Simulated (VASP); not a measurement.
# Si (a cell with a defect) in VASP: further runs

Si (a cell with a defect) is run at these levels: PBE+D3(BJ); tasks: single point.

All numbers are computed with VASP 6.6.1; they aren't measurements. Logs are shortened: lines on timing, memory, paths and dates and some standing lists are left out, and cuts for length are marked.

**1. The cell of the first run**

The cell holds a defect, 17 atoms: a = 7.679 Å, b = 7.679 Å, c = 7.679 Å, α = 60.00°, β = 60.00°, γ = 60.00°.

**2. Single point, PBE+D3(BJ)**

File INCAR:

```
SYSTEM = Si
  PREC = Accurate
  ENCUT = 520
  EDIFF = 1E-7
  ISMEAR = 0
  SIGMA = 0.02
  LREAL = Auto
  LASPH = .TRUE.
  NELM = 60
  ALGO = Normal
  ISIF = 2
  LWAVE = .FALSE.
  LCHARG = .TRUE.
  GGA = PE
  IVDW = 12
  LELF = .TRUE.
  LVHAR = .TRUE.
  NBANDS = 48
```

File KPOINTS:

```
regular mesh
0
G
  2 2 2
  0 0 0
```

File POSCAR:

```
Si
1.0
    0.0000000000      5.4300000000      5.4300000000
    5.4300000000      0.0000000000      5.4300000000
    5.4300000000      5.4300000000      0.0000000000
Si
17
Direct
    0.0005737857      0.0002090866      0.0003069482
    0.1249375287      0.1250127926      0.1250250737
    0.0005897602      0.0002079826      0.4989093288
    0.1225003661      0.1215062113      0.6280026334
    0.0005093924      0.4989048111      0.0002993874
    0.1223715945      0.6279464369      0.1216683291
   -0.0052620946      0.5016798468      0.5017995139
    0.1223971690      0.6279393135      0.6280185854
    0.4987993105      0.0002922682      0.0004696403
    0.6282334376      0.1216736124      0.1219602584
    0.5026638109     -0.0070845857      0.5022305365
    0.6282530822      0.1216719809      0.6281649473
    0.5025179500      0.5019751506     -0.0066472200
    0.6281589309      0.6279861084      0.1219517306
    0.5025468651      0.5019793350      0.5021987579
    0.6261091496      0.6243786235      0.6247931643
    0.3760834611      0.3743817254      0.3748042849
```

Potentials or basis: VASP PAW PBE potentials, release 64 (Si).

The run is started by

```
cat potpaw_PBE.64/Si/POTCAR > POTCAR
mpirun -np 1 vasp_std > vasp.out
```

OUTCAR:

```text
SYSTEM = Si
   PREC = Accurate
   ENCUT = 520
   EDIFF = 1E-7
   ISMEAR = 0
   LREAL = Auto
   LASPH = .TRUE.
   NELM = 60
   ISIF = 2
   GGA = PE
   IVDW = 12
 IVDW          = 12

 ion  position               nearest neighbor table
   1  0.001  0.000  0.000-   6 2.33   4 2.33  10 2.33   2 2.34
   2  0.125  0.125  0.125-   9 2.34   3 2.34   1 2.34   5 2.34
   3  0.001  0.000  0.499-   8 2.33   4 2.33  12 2.33   2 2.34
   4  0.123  0.122  0.628-   3 2.33   1 2.33  11 2.38   7 2.38  17 2.75
   5  0.001  0.499  0.000-   6 2.33   8 2.33  14 2.33   2 2.34
   6  0.122  0.628  0.122-   1 2.33   5 2.33   7 2.38  13 2.38  17 2.75
   7  0.995  0.502  0.502-  16 2.31   6 2.38   8 2.38   4 2.38  17 2.39
   8  0.122  0.628  0.628-   3 2.33   5 2.33   7 2.38  15 2.38  17 2.75
   9  0.499  0.000  0.000-  14 2.33  12 2.33  10 2.33   2 2.34
  10  0.628  0.122  0.122-   9 2.33   1 2.33  11 2.38  13 2.38  17 2.75
  11  0.503  0.993  0.502-  16 2.31   4 2.38  10 2.38  12 2.38  17 2.39
  12  0.628  0.122  0.628-   9 2.33   3 2.33  11 2.38  15 2.38  17 2.75
  13  0.503  0.502  0.993-  16 2.31   6 2.38  14 2.38  10 2.38  17 2.39
  14  0.628  0.628  0.122-   9 2.33   5 2.33  15 2.38  13 2.38  17 2.75
  15  0.503  0.502  0.502-  16 2.31   8 2.38  14 2.38  12 2.38  17 2.39
  16  0.626  0.624  0.625-  11 2.31  15 2.31  13 2.31   7 2.31
  17  0.376  0.374  0.375-   7 2.39  13 2.39  15 2.39  11 2.39  12 2.75  10 2.75  14 2.75   4 2.75
                             8 2.75   6 2.75

  LATTYP: Found a face centered cubic cell.
 ALAT       =    10.8600000000

  Lattice vectors:

 A1 = (   0.0000000000,   5.4300000000,   5.4300000000)
 A2 = (   5.4300000000,   0.0000000000,   5.4300000000)
 A3 = (   5.4300000000,   5.4300000000,   0.0000000000)

Analysis of symmetry for initial positions (statically):
=====================================================================
 Subroutine PRICEL returns:
 Original cell was already a primitive cell.

 Routine SETGRP: Setting up the symmetry group for a
 face centered cubic supercell.

 Subroutine GETGRP returns: Found  1 space group operations
 (whereof  1 operations were pure point group operations)
 out of a pool of 48 trial point group operations.

The static configuration has the point symmetry C_1 .

Analysis of symmetry for dynamics (positions and initial velocities):
=====================================================================
 Subroutine PRICEL returns:
 Original cell was already a primitive cell.

 Routine SETGRP: Setting up the symmetry group for a
 face centered cubic supercell.

 Subroutine GETGRP returns: Found  1 space group operations
 (whereof  1 operations were pure point group operations)
 out of a pool of 48 trial point group operations.

The dynamic configuration has the point symmetry C_1 .

 Subroutine INISYM returns: Found  1 space group operations
 (whereof  1 operations are pure point group operations),
 and found     1 'primitive' translations

----------------------------------------------------------------------------------------

                                     Primitive cell

  volume of cell :     320.2060

  direct lattice vectors                    reciprocal lattice vectors
     0.000000000  5.430000000  5.430000000    -0.092081031  0.092081031  0.092081031
     5.430000000  0.000000000  5.430000000     0.092081031 -0.092081031  0.092081031
     5.430000000  5.430000000  0.000000000     0.092081031  0.092081031 -0.092081031

  length of vectors
     7.679179644  7.679179644  7.679179644     0.159489025  0.159489025  0.159489025

  position of ions in fractional coordinates (direct lattice)
     0.000573786  0.000209087  0.000306948
     0.124937529  0.125012793  0.125025074
     0.000589760  0.000207983  0.498909329
     0.122500366  0.121506211  0.628002633
     0.000509392  0.498904811  0.000299387
     0.122371595  0.627946437  0.121668329
[... 9 lines left out ...]
     0.626109150  0.624378624  0.624793164
     0.376083461  0.374381725  0.374804285

  ion indices of the primitive-cell ions
   primitive index   ion index
                 1           1
                 2           2
                 3           3
                 4           4
                 5           5
                 6           6
[... 9 lines left out ...]
                16          16
                17          17

----------------------------------------------------------------------------------------

 KPOINTS: regular mesh

Automatic generation of k-mesh.
 Grid dimensions read from file:
 generate k-points for:    2    2    2

 Generating k-lattice:

  Cartesian coordinates                     Fractional coordinates (reciprocal lattice)
    -0.046040516  0.046040516  0.046040516     0.500000000  0.000000000  0.000000000
     0.046040516 -0.046040516  0.046040516     0.000000000  0.500000000  0.000000000
     0.046040516  0.046040516 -0.046040516     0.000000000  0.000000000  0.500000000

  Length of vectors
     0.079744512  0.079744512  0.079744512

  Shift w.r.t. Gamma in fractional coordinates (k-lattice)
     0.000000000  0.000000000  0.000000000

 Subroutine IBZKPT returns following result:
 ===========================================

 Found      8 irreducible k-points:

 Following reciprocal coordinates:
            Coordinates               Weight
  0.000000  0.000000  0.000000      1.000000
  0.500000  0.000000  0.000000      1.000000
  0.000000  0.500000  0.000000      1.000000
  0.000000  0.000000  0.500000      1.000000
  0.500000  0.500000  0.500000      1.000000
  0.500000  0.500000  0.000000      1.000000
  0.000000  0.500000  0.500000      1.000000
  0.500000  0.000000  0.500000      1.000000
   k-points           NKPTS =      8   k-points in BZ     NKDIM =      8   number of bands    NBANDS=     48
   number of dos      NEDOS =    301   number of ions     NIONS =     17
   total plane-waves  NPLWV = 216000
   dimension x,y,z NGX =    60 NGY =   60 NGZ =   60
   dimension x,y,z NGXF=   120 NGYF=  120 NGZF=  120
   ions per type =              17
   NGX,Y,Z   is equivalent  to a cutoff of  12.99, 12.99, 12.99 a.u.
   NGXF,Y,Z  is equivalent  to a cutoff of  25.98, 25.98, 25.98 a.u.
 SYSTEM =  Si
   PREC   = accura    normal or accurate (medium, high low for compatibility)
   ISTART =      0    job   : 0-new  1-cont  2-samecut
   ICHARG =      2    charge: 1-file 2-atom 10-const
   ISPIN  =      1    spin polarized calculation?
   LNONCOLLINEAR =      F non collinear calculations
   LSORBIT =      F    spin-orbit coupling
   LASPH  =      T    aspherical Exc in radial PAW
   ENCUT  =  520.0 eV  38.22 Ry    6.18 a.u.  14.28 14.28 14.28*2*pi/ulx,y,z
   NELM   =     60;   NELMIN=  2; NELMDL= -5     # of ELM steps
   EDIFF  = 0.1E-06   stopping-criterion for ELM
   LREAL  =      T    real-space projection
   EDIFFG = 0.1E-05   stopping-criterion for IOM
   NSW    =      0    number of steps for IOM
   IBRION =     -1    ionic relax: 0-MD 1-quasi-New 2-CG
   NFREE  =      0    steps in history (QN), initial steepest desc. (CG)
   ISIF   =      2    stress and relaxation
   ISYM   =      2    0-nonsym 1-usesym 2-fastsym
   POTIM  = 0.5000    time-step for ionic-motion
   TEBEG  =    0.0;   TEEND  =   0.0 temperature during run
   PSTRESS=    0.0 pullay stress
   NELECT =      68.0000    total number of electrons
   NUPDOWN=      -1.0000    fix difference up-down
   EMIN   =  10.00;   EMAX   =-10.00  energy-range for DOS
   EFERMI =   0.00;   METHOD = LEGACY
   ISMEAR =     0;   SIGMA  =   0.02  broadening in eV -4-tet -1-fermi 0-gaus
   EFERMI_NEDOS =   21; number of points for ismear=-14 and -15
   IALGO  =     38    algorithm
   IMIX   =      4    mixing-type and parameters
     AMIX     =   0.40;   BMIX     =  1.00
     AMIX_MAG =   1.60;   BMIX_MAG =  1.00
  volume/ion in A,a.u.               =      18.84       127.11
  Fermi-wavevector in a.u.,A,eV,Ry     =   0.976715  1.845724 12.979587  0.953973
  Thomas-Fermi vector in A             =   2.107356
   LORBIT       =      0    0 simple, 1 ext, 2 COOP (PROOUT), +10 PAW based schemes
   GGA     = PE    functional components
   LHFCALC =     F    Hartree Fock is set to
   AEXX    =    0.0000 exact exchange contribution
   IVDW    =    12    specifies the selected vdW correction
   LEPSILON=     F    determine dielectric tensor
   LRPA    =     F    only Hartree local field effects (RPA)
 non-spin polarized calculation
 Gauss-broadening in eV      SIGMA  =   0.02
  energy-cutoff  :      520.00
  volume of cell :      320.21
 maximum number of plane-waves:      8646
 NGX is ok and might be reduce to    60
   NGX = 29   NGY = 29   NGZ = 29

 number of electron      68.0000001 magnetization

 Free energy of the ion-electron system (eV)
  ---------------------------------------------------
  ext. energy  EPLUGINS =         0.00000000
  ---------------------------------------------------
  free energy    TOTEN  =       -87.99007273 eV

  energy without entropy =      -87.98621621  energy(sigma->0) =      -87.98814447

 E-fermi :   6.9195     XC(G=0):  -9.6743

 val. band max:        6.6769666098   @ k =   0.0000   0.0000   0.0000
 cond. band min:       6.9254938291   @ k =   0.5000   0.0000   0.5000
 fundamental gap:      0.2485272193
 Fermi energy:         6.9194681990

 k-point     1 :       0.0000    0.0000    0.0000
  band No.  band energies     occupation
      1      -6.3180      2.00000
      2      -3.7712      2.00000
      3      -3.6288      2.00000
      4      -3.6281      2.00000
      5      -3.6271      2.00000
      6      -2.8076      2.00000
[... 38 lines left out ...]
     45       8.1212      0.00000
     46       9.0621      0.00000

 k-point     2 :       0.5000    0.0000    0.0000
  band No.  band energies     occupation
      1      -5.9164      2.00000
      2      -4.9542      2.00000
      3      -3.5692      2.00000
      4      -3.4272      2.00000
      5      -3.4260      2.00000
      6      -2.9555      2.00000
[... 286 lines left out ...]
 k-point     8 :       0.5000    0.0000    0.5000
  band No.  band energies     occupation
      1      -5.7825      2.00000
      2      -4.7234      2.00000
      3      -3.9914      2.00000
      4      -3.8781      2.00000
      5      -3.8772      2.00000
      6      -3.6259      2.00000
[... 38 lines left out ...]
     45      10.1225      0.00000
     46      10.1260      0.00000
 [bands above 46 left out]

------------------------ aborting loop because EDIFF is reached ----------------------------------------

 Edisp (eV)   -5.64336

 E8    (eV) :    -2.3346

  FORCE on cell =-STRESS in cart. coord.  units (eV):
  Direction    XX          YY          ZZ          XY          YZ          ZX
  --------------------------------------------------------------------------------------
  -------------------------------------------------------------------------------------
  Total       4.77497     4.77377     4.78156     0.00211     0.00032    -0.00076
  in kB      23.89194    23.88595    23.92494     0.01058     0.00160    -0.00380
  external pressure =       23.90 kB  Pullay stress =        0.00 kB

 VOLUME and BASIS-vectors are now :
 -----------------------------------------------------------------------------
  energy-cutoff  :      520.00
  volume of cell :      320.21
      direct lattice vectors                 reciprocal lattice vectors
     0.000000000  5.430000000  5.430000000    -0.092081031  0.092081031  0.092081031
     5.430000000  0.000000000  5.430000000     0.092081031 -0.092081031  0.092081031
     5.430000000  5.430000000  0.000000000     0.092081031  0.092081031 -0.092081031

 POSITION                                       TOTAL-FORCE (eV/Angst)
 -----------------------------------------------------------------------------------
      0.00280      0.00478      0.00425         0.015149      0.011917      0.013558
      1.35771      1.35730      1.35723        -0.001339      0.001530      0.000599
      2.71021      2.71228      0.00433        -0.012003     -0.014839      0.013290
      4.06983      4.07523      1.32496         0.002685     -0.002436      0.018717
      2.71068      0.00439      2.71182        -0.013227      0.012881     -0.016262
      4.07041      1.32514      4.07423         0.001161      0.023331     -0.002028
[... 9 lines left out ...]
      6.78300      6.79240      6.79015         0.000241     -0.000233     -0.000552
      4.06808      4.07732      4.07503         0.000979     -0.001100     -0.000032
 -----------------------------------------------------------------------------------
    total drift:                                0.006308     -0.008032     -0.000964

  FREE ENERGIE OF THE ION-ELECTRON SYSTEM (eV)
  ---------------------------------------------------
  free  energy   TOTEN  =       -93.6334328400 eV

  energy  without entropy=      -93.6295763265  energy(sigma->0) =      -93.63150458
```

Run time: 1.9 min. Hardware: 1 thread of Intel Xeon 6975P-C (Granite Rapids), shared host; peak memory 0.46 GiB.

What came out:

* Free energy: -93.6334 eV
* Pressure: 2.4 GPa
* Largest force: 0.025 eV/Å
* Band gap on the k mesh: zero (band 34 reaches 6.93 eV, above the bottom of band 35 at 6.68 eV)
* Dispersion energy per atom: -0.332 eV

Forces on the atoms (eV/Å):
```
Si   0.015  0.012  0.014
Si  -0.001  0.002  0.001
Si  -0.012 -0.015  0.013
Si   0.003 -0.002  0.019
Si  -0.013  0.013 -0.016
Si   0.001  0.023 -0.002
Si   0.006 -0.006 -0.006
Si  -0.022 -0.001 -0.002
Si   0.011 -0.011 -0.012
Si   0.015  0.001  0.003
Si   0.004 -0.004  0.006
Si  -0.001 -0.016  0.003
Si   0.001  0.004 -0.002
Si  -0.003  0.002 -0.014
Si  -0.004 -0.001 -0.003
Si   0.000  0.000 -0.001
Si   0.001 -0.001  0.000
```

Levels at points of the mesh, in eV from the Fermi level:
```
           k point  band 31  band 32  band 33  band 34  band 35  band 36  band 37  band 38
(0.00, 0.00, 0.00)    -0.83    -0.83    -0.83    -0.25    -0.24    -0.24     0.08     0.08
(0.50, 0.00, 0.00)    -1.59    -1.44    -1.44    -0.36     0.53     0.53     0.89     0.89
(0.00, 0.50, 0.00)    -1.58    -1.44    -1.44    -0.35     0.53     0.53     0.89     0.89
(0.00, 0.00, 0.50)    -1.58    -1.44    -1.44    -0.35     0.53     0.53     0.89     0.89
(0.50, 0.50, 0.50)    -1.58    -1.44    -1.44    -0.35     0.53     0.53     0.89     0.89
(0.50, 0.50, 0.00)    -2.03    -1.90    -1.00     0.01     0.71     1.01     1.02     1.14
(0.00, 0.50, 0.50)    -2.03    -1.90    -1.00     0.01     0.71     1.01     1.02     1.14
(0.50, 0.00, 0.50)    -2.03    -1.90    -1.00     0.01     0.71     1.01     1.02     1.14
```

Caveat: the k points lie up to 0.50 Å⁻¹ apart.

**3. Single point, PBE+D3(BJ)**

File INCAR:

```
SYSTEM = Si
ALGO = Normal
EDIFF = 1E-6
ENCUT = 520
GGA = PE
ISIF = 2
ISMEAR = 0
IVDW = 12
LASPH = .TRUE.
LCHARG = .FALSE.
LREAL = Auto
LWAVE = .FALSE.
NBANDS = 48
NELM = 80
PREC = Accurate
SIGMA = 0.02
```

File KPOINTS:

```
k-points
0
G
  2 2 2
  0 0 0
```

File POSCAR:

```
Si
1.0
    0.0000000000      5.4300000000      5.4300000000
    5.4300000000      0.0000000000      5.4300000000
    5.4300000000      5.4300000000      0.0000000000
Si
17
Direct
    0.0001672220      0.0001700791     -0.0005146910
    0.1228092163      0.1234310034      0.1221741981
   -0.0028262416     -0.0024867900      0.5023317960
    0.1229683733      0.1231654936      0.6308821013
   -0.0032667696      0.5036266109     -0.0037886027
    0.1231027268      0.6316019994      0.1220857662
   -0.0027683193      0.5031876143      0.5023015901
    0.1262993204      0.6252206216      0.6236002242
    0.5030066517     -0.0025827845     -0.0034679127
    0.6315738836      0.1233674084      0.1222073070
    0.5029594873     -0.0025100675      0.5023522840
    0.6247697178      0.1265251591      0.6238909701
    0.5033232889      0.5035593302     -0.0037271319
    0.6243584518      0.6251210265      0.1260405966
    0.5000164633      0.5002973937      0.4996319146
    0.6248155053      0.6252003995      0.6236551718
    0.2501849320      0.2504395923      0.2491472684
```

Potentials or basis: VASP PAW PBE potentials, release 64 (Si).

The run is started by

```
cat potpaw_PBE.64/Si/POTCAR > POTCAR
mpirun -np 1 vasp_std > vasp.out
```

It took 99 s on 1 thread of Intel Xeon 6975P-C (Granite Rapids), shared host; peak memory 0.46 GiB.

It converged, with:

* Free energy: -93.6334 eV
* Pressure: 2.4 GPa
* Largest force: 0.022 eV/Å
* Band gap on the k mesh: zero (band 34 reaches 6.93 eV, above the bottom of band 35 at 6.67 eV)
* Dispersion energy per atom: -0.332 eV

Forces on the atoms (eV/Å):
```
Si   0.003  0.001 -0.001
Si  -0.001 -0.002 -0.002
Si  -0.003 -0.011  0.008
Si   0.000 -0.002  0.001
Si  -0.006  0.011  0.010
Si   0.006 -0.004  0.004
Si  -0.007 -0.009  0.008
Si   0.003  0.019 -0.011
Si   0.005 -0.012  0.011
Si  -0.001  0.001  0.001
Si  -0.003 -0.009  0.010
Si   0.016  0.004 -0.003
Si  -0.006 -0.011 -0.010
Si  -0.010  0.002  0.000
Si   0.001  0.003 -0.002
Si   0.002  0.011 -0.018
Si   0.002  0.007 -0.006
```

Levels at points of the mesh, in eV from the Fermi level:
```tsv
k point	band 30	band 31	band 32	band 33	band 34	band 35	band 36	band 37	band 38	band 39
(0.00, 0.00, 0.00)	-1.76	-0.83	-0.83	-0.83	-0.25	-0.25	-0.24	0.08	0.08	0.40
(0.50, 0.00, 0.00)	-1.59	-1.58	-1.44	-1.44	-0.35	0.53	0.53	0.89	0.89	1.28
(0.00, 0.50, 0.00)	-1.59	-1.59	-1.44	-1.44	-0.35	0.53	0.53	0.89	0.89	1.28
(0.00, 0.00, 0.50)	-1.59	-1.58	-1.44	-1.44	-0.35	0.53	0.53	0.89	0.89	1.28
(0.50, 0.50, 0.50)	-1.59	-1.58	-1.44	-1.44	-0.35	0.53	0.53	0.89	0.89	1.28
(0.50, 0.50, 0.00)	-2.03	-2.03	-1.90	-1.00	0.01	0.71	1.01	1.02	1.14	1.89
(0.00, 0.50, 0.50)	-2.03	-2.03	-1.90	-1.00	0.01	0.71	1.01	1.02	1.14	1.89
(0.50, 0.00, 0.50)	-2.03	-2.03	-1.90	-1.00	0.01	0.71	1.01	1.02	1.14	1.89
```

Caveat: the k points lie up to 0.50 Å⁻¹ apart.
